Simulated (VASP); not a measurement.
KScSe2: single point with r2SCAN

The system is KScSe2.

```
K Se Sc
1.0
     4.25982    0.00000    0.00000
     0.00000    4.25982    0.00000
     0.00000    0.00000   12.42747
K Se Sc
2 4 2
Direct
  0.50000 0.00000 0.88911
  0.00000 0.50000 0.11089
  0.50000 0.00000 0.17476
  0.00000 0.50000 0.39783
  0.50000 0.00000 0.60217
  0.00000 0.50000 0.82524
  0.50000 0.00000 0.37468
  0.00000 0.50000 0.62532
```

```yaml
Program: VASP 6.6.1
Task: single point
Functional: r2SCAN
Potentials_or_basis: VASP PAW PBE potentials, release 64 (K_sv, Se, Sc_sv)
Cutoff: 520 eV
k_mesh: 6 × 6 × 2
Occupations: gaussian, width 0.01 eV
Spin: no spin polarisation
Dipole_correction: no
Further_INCAR_settings: ALGO = Normal; EDIFF = 1e-06; NBANDS = 42
```

```json
{"Pressure": "-2.5 GPa", "Largest force": "0.354 eV/Å", "Band gap on the k mesh": "0.72 eV"}
```

Forces in eV/Å, atoms in the order of the input:
```
K    0.000  0.000 -0.098
K    0.000  0.000  0.098
Se   0.000  0.000  0.354
Se   0.000  0.000  0.182
Se   0.000  0.000 -0.182
Se   0.000  0.000 -0.354
Sc   0.000  0.000 -0.210
Sc   0.000  0.000  0.210
```

Stress tensor (GPa, compression positive):
```
-2.05  0.00  0.00
 0.00 -2.05  0.00
 0.00  0.00 -3.34
```

Levels at points of the mesh, in eV from the valence-band top:
```tsv
k point	band 28	band 29	band 30	band 31	band 32	band 33	band 34	band 35	band 36	band 37
(0.00, 0.00, 0.00)	-0.48	-0.20	-0.20	-0.01	-0.01	0.72	1.21	1.66	1.87	2.20
(0.50, 0.00, 0.00)	-1.45	-1.06	-1.06	-0.35	-0.35	2.34	2.34	2.50	2.50	2.51
(0.50, 0.50, 0.00)	-1.24	-1.15	-1.15	-0.85	-0.85	2.09	2.09	2.43	2.43	2.56
(0.00, 0.00, 0.50)	-0.78	-0.21	-0.21	0.00	0.00	0.72	1.21	1.66	1.87	2.21
(0.50, 0.00, 0.50)	-1.61	-0.91	-0.91	-0.36	-0.36	2.33	2.33	2.48	2.48	2.50
(0.50, 0.50, 0.50)	-1.23	-1.23	-1.23	-0.87	-0.87	2.17	2.17	2.43	2.43	2.55
```

Wall time 17 min on 1 thread of Oxide Virtual Turin-like Processor (shared host), peak memory 0.4 GiB.

Caveat: semilocal functionals underestimate gaps, and a narrow one can read as zero; the PAW data sets were made with another functional, which shifts forces and pressure a little. A k mesh can miss the band edges.
